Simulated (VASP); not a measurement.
## Na: relaxation of shape and atoms at fixed volume with PBE

Crystal: Na.

```
Na
1.0
     2.84529    1.64273    1.15941
    -2.84529    1.64273    1.15941
     0.00000   -3.28546    1.15941
Na
1
Direct
  0.00000 0.00000 0.00000
```

| Quantity | Value |
| --- | --- |
| Program | VASP 6.6.1 |
| Task | relaxation of shape and atoms at fixed volume |
| Functional | PBE |
| Potentials or basis | VASP PAW PBE potentials, release 64 (Na_pv) |
| Cutoff | 600 eV |
| k mesh | 18 × 18 × 18 |
| Occupations | gaussian, width 0.1 eV |
| Spin | no spin polarisation |
| Dipole correction | no |
| Further INCAR settings | ALGO = Fast; EDIFF = 1e-06; IBRION = 2; EDIFFG = -0.01; NSW = 50; ISIF = 4 |

```yaml
Pressure_after_relaxing: 1.3 GPa
Band_gap_on_the_k_mesh: zero (an odd number of electrons rules out a gap without spin polarisation)
```

Final structure:
```
Na
1.0
     2.84529    1.64273    1.15941
    -2.84529    1.64273    1.15941
     0.00000   -3.28546    1.15941
Na
1
Direct
  0.00000 0.00000 0.00000
```

Levels at points of the mesh, in eV from the Fermi level:
```
           k point  band 1  band 2  band 3  band 4  band 5  band 6  band 7
(0.00, 0.00, 0.00)  -24.82  -24.82  -24.82   -3.57   12.60   12.61   12.61
(0.50, 0.00, 0.00)  -24.87  -24.83  -24.82    0.80    1.37    8.75   10.04
(0.50, 0.50, 0.00)  -24.87  -24.83  -24.82    0.79    1.35    8.76   10.04
(0.50, 0.50, 0.50)  -24.86  -24.86  -24.86    4.73    4.73    5.36    5.37
```

It took 55 s on 1 thread of AMD EPYC 9R45 96-Core Processor (Zen 5) (shared host), peak memory 0.24 GiB.
